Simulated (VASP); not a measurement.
Wanted: the native input for a VASP 6.6.1 run.

```
Task                   : single point
Functional             : PBE
Potentials or basis    : VASP PAW PBE potentials, release 64 (Hf_pv, H, Cl)
Cutoff                 : 520 eV
k mesh                 : 6 × 6 × 2
Occupations            : gaussian, width 0.2 eV
Spin                   : no spin polarisation
Dipole correction      : no
Further INCAR settings : ALGO = Normal; EDIFF = 1e-07; NBANDS = 31
```

The structure of HfH3Cl lies in POSCAR:

```
HfH3Cl
1.0
    3.4388905063      0.0000000000      0.0000000000
   -1.7194452532      2.9781665393      0.0000000000
    0.0000000000      0.0000000000     11.9878821262
Hf H Cl
2 6 2
Direct
    0.3333333333      0.6666666667      0.1399286875
    0.6666666667      0.3333333333      0.8600713125
    0.3333333333      0.6666666667      0.9599171881
    0.3333333333      0.6666666667      0.8048121614
    0.0000000000      0.0000000000      0.8697043963
    0.6666666667      0.3333333333      0.0400828119
    0.6666666667      0.3333333333      0.1951878386
    0.0000000000      0.0000000000      0.1302956037
    0.3333333333      0.6666666667      0.3354165498
    0.6666666667      0.3333333333      0.6645834502
```

These files were run (other wordings do the same):

INCAR

```
PREC     = Accurate       # precision mode
ENCUT    = 520            # plane-wave cutoff, eV
EDIFF    = 1E-7           # SCF threshold, eV
ISMEAR   = 0              # smearing method
SIGMA    = 0.2            # smearing width, eV
LREAL    = F              # projectors in reciprocal space
LASPH    = T              # aspherical terms in the spheres
NELM     = 80             # most SCF steps
ALGO     = Normal         # electronic algorithm
ISIF     = 2              # what is computed and relaxed
LWAVE    = F              # write WAVECAR
LCHARG   = T              # write CHGCAR
GGA      = PE             # functional
LELF     = T              # ELF
LVHAR    = T            
NBANDS   = 31             # bands
```

KPOINTS

```
regular mesh
0
Gamma
  6 6 2
```

Potentials or basis: VASP PAW PBE potentials, release 64 (Hf_pv, H, Cl).

Run with:

```console
$ cat potpaw_PBE.64/Hf_pv/POTCAR potpaw_PBE.64/H/POTCAR potpaw_PBE.64/Cl/POTCAR > POTCAR
$ mpirun -np 1 vasp_std > vasp.out
```

It gave:

```json
{
 "Pressure": "-0.6 GPa",
 "Largest force": "0.116 eV/Å",
 "Band gap on the k mesh": "zero (band 20 reaches 2.05 eV, above the bottom of band 21 at 2.02 eV)"
}
```

Caveat: spin-orbit coupling is left out, which moves the levels of the heavy elements; this functional lacks dispersion, which binds the layers, so the pressure and a relaxed spacing across them are unreliable.

Run time: 37 s on 1 thread of Intel(R) Xeon(R) 6975P-C (Granite Rapids), on a shared host, peak memory 0.27 GiB.
